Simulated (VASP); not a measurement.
Here is a VASP 6.6.1 calculation.

The input INCAR:

```
SYSTEM = La2O3
ALGO = Normal
EDIFF = 1E-7
ENCUT = 520
GGA = PE
ISIF = 2
ISMEAR = 0
LASPH = .TRUE.
LCHARG = .FALSE.
LREAL = .FALSE.
LWAVE = .FALSE.
NBANDS = 28
NELM = 80
PREC = Accurate
SIGMA = 0.01
```

File KPOINTS:

```
k-points
0
G
  6 6 4
  0 0 0
```

File POSCAR:

```
La2O3
1.0
    4.0329235510      0.0000000000      0.0000000000
   -2.0164617755      3.4926087713      0.0000000000
    0.0000000000      0.0000000000      6.2707724924
La O
2 3
Direct
    0.6666666667      0.3333333333      0.7537600000
    0.3333333333      0.6666666667      0.2462400000
    0.6666666667      0.3333333333      0.3541100000
    0.3333333333      0.6666666667      0.6458900000
    0.0000000000      0.0000000000      0.0000000000
```

Potentials or basis: VASP PAW PBE potentials, release 64 (La, O).

Command:

```console
$ cat potpaw_PBE.64/La/POTCAR potpaw_PBE.64/O/POTCAR > POTCAR
$ mpirun -np 1 vasp_std > vasp.out
```

(1) Estimate the largest force.

(2) Predict the pressure.

Results:

(1) 0.515 eV/Å.

(2) -7.3 GPa.
